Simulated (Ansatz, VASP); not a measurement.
# Ga3Cl: VASP beside Ansatz

```
CELL_PARAMETERS angstrom
4.23476 0.00000 0.00000
0.00000 4.23476 0.00000
0.00000 0.00000 4.19123
ATOMIC_POSITIONS crystal
Ga 0.00000 0.50000 0.50000
Ga 0.50000 0.00000 0.50000
Ga 0.50000 0.50000 0.00000
Cl 0.00000 0.00000 0.00000
```

Alike in both runs: task single point; functional PBE; k mesh 4 × 4 × 4; occupations gaussian, width 0.1 eV; no spin polarisation.

|  | VASP | Ansatz |
| --- | --- | --- |
| version | VASP 6.6.1 | Ansatz 0.2.0 |
| potentials or method | VASP PAW PBE potentials, release 64 (Ga_d, Cl), cutoff 520 eV | scalar-relativistic, plane waves, PAW |
| valence electrons in the cell | 46 | 46 |

```tsv
	VASP	Ansatz	Ansatz less VASP
gap on the k mesh at the Fermi level (eV)	none	none	-
pressure (GPa)	7.6	7.6	-0.06
traceless stress, the component that is largest in VASP (GPa)	-2.04	-2.02	+0.025
```

A gap of «none» marks a metal or a gap that the smearing closes.

The k mesh is coarse, so the values compare programs but aren't converged.
